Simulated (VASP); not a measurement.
Y5F, 6 atoms in the cell. The structure is tetragonal, space group I4/m (No. 87). Conventional cell: a = 8.055 Å, b = 8.055 Å, c = 5.062 Å, α = 90.00°, β = 90.00°, γ = 90.00°. Within 3.3 Å of Y (site symmetry 4/m) lie 2 F at 2.53 Å. Within 3.4 Å of Y (site symmetry m) lie 1 F at 2.55 Å. F (site symmetry 4/m) has 6 Y at 2.53 to 2.55 Å within 3.3 Å. 

| Item | Value |
| --- | --- |
| Program | VASP 6.6.1 |
| Task | single point |
| Functional | PBE |
| Potentials or basis | VASP PAW PBE potentials, release 64 (Y_sv, F) |
| Cutoff | 520 eV |
| k mesh | 8 × 8 × 8 |
| Occupations | gaussian, width 0.1 eV |
| Spin | no spin polarisation |
| Dipole correction | no |
| Further INCAR settings | ALGO = Normal; EDIFF = 1e-06; NBANDS = 40 |

Potentials or basis: VASP PAW PBE potentials, release 64 (Y_sv, F).

Run with:

```console
$ cat potpaw_PBE.64/Y_sv/POTCAR potpaw_PBE.64/F/POTCAR > POTCAR
$ mpirun -np 1 vasp_std > vasp.out
```

Hardware: 1 thread of Intel(R) Xeon(R) Platinum 8375C CPU @ 2.90GHz (Ice Lake) (shared host).

Problem. Estimate the wall time of this run.

Solution. Wall time 6.9 min on 1 thread of Intel(R) Xeon(R) Platinum 8375C CPU @ 2.90GHz (Ice Lake) (shared host), peak memory 0.6 GiB. Counts: scf iterations 13, k points 78.
